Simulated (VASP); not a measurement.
Set up this calculation in VASP 6.6.1, as the native input.

| Item | Value |
| --- | --- |
| Task | relaxation of cell and atoms |
| Functional | PBE |
| Potentials or basis | VASP PAW PBE potentials, release 64 (Ca_sv, B) |
| Cutoff | 600 eV |
| k mesh | 6 × 6 × 2 |
| Occupations | gaussian, width 0.1 eV |
| Spin | no spin polarisation |
| Dipole correction | no |
| Further INCAR settings | ALGO = Normal; EDIFF = 1e-07; IBRION = 2; EDIFFG = -0.04; NSW = 90; ISIF = 3 |

The structure of CaB lies in POSCAR:

```
CaB
1.0
    3.5400892400      0.0000000000      0.0000000000
   -1.7700446200      3.0658072100      0.0000000000
    0.0000000000      0.0000000000      9.3833139700
Ca B
2 2
Direct
    0.3333333300      0.6666666700      0.3221916100
    0.6666666700      0.3333333300      0.6778083900
    0.3333333300      0.6666666700      0.8962493900
    0.6666666700      0.3333333300      0.1037506100
```

These files were run (other wordings do the same):

INCAR

```
SYSTEM = CaB
PREC     = Accurate       ! precision mode
ENCUT    = 600            ! plane-wave cutoff, eV
EDIFF    = 1E-7           ! SCF threshold, eV
ISMEAR   = 0              ! smearing method
SIGMA    = 0.1            ! smearing width, eV
LREAL    = .False.        ! projectors in reciprocal space
LASPH    = .True.         ! aspherical terms in the spheres
NELM     = 60             ! most SCF steps
ALGO     = Normal         ! electronic algorithm
ISIF     = 3              ! what is computed and relaxed
LWAVE    = .False.        ! write WAVECAR
LCHARG   = .False.        ! write CHGCAR
GGA      = PE             ! functional
IBRION   = 2              ! ionic algorithm
NSW      = 90             ! ionic steps
EDIFFG   = -0.04          ! ionic threshold
```

KPOINTS

```
regular mesh
0
Gamma
  6 6 2
  0 0 0
```

Potentials or basis: VASP PAW PBE potentials, release 64 (Ca_sv, B).

The run is started by

```console
$ cat potpaw_PBE.64/Ca_sv/POTCAR potpaw_PBE.64/B/POTCAR > POTCAR
$ mpirun -np 1 vasp_std > vasp.out
```

Results of the run:

```
Relaxed volume                         : 18.84 Å³/atom
Relaxed cell                           : a = 3.300 Å, b = 3.300 Å, c = 7.993 Å, α = 90.00°, β = 90.00°, γ = 120.00°
Space group after relaxing (to 0.05 Å) : P-3m1 (No. 164)
Energy gained by relaxing              : 1058.7 meV/atom
Ionic steps                            : 22
Pressure after relaxing                : 0.0 GPa
Largest force after relaxing           : 0.024 eV/Å
Band gap on the k mesh                 : zero (band 13 reaches 4.31 eV, above the bottom of band 14 at 3.65 eV)
```

Caveat: the volume moved by over 15 % at a fixed basis, so the end points are rough.

It took 4.3 min on 1 thread of Intel(R) Xeon(R) 6975P-C (Granite Rapids), with other jobs on the host, peak memory 0.27 GiB.
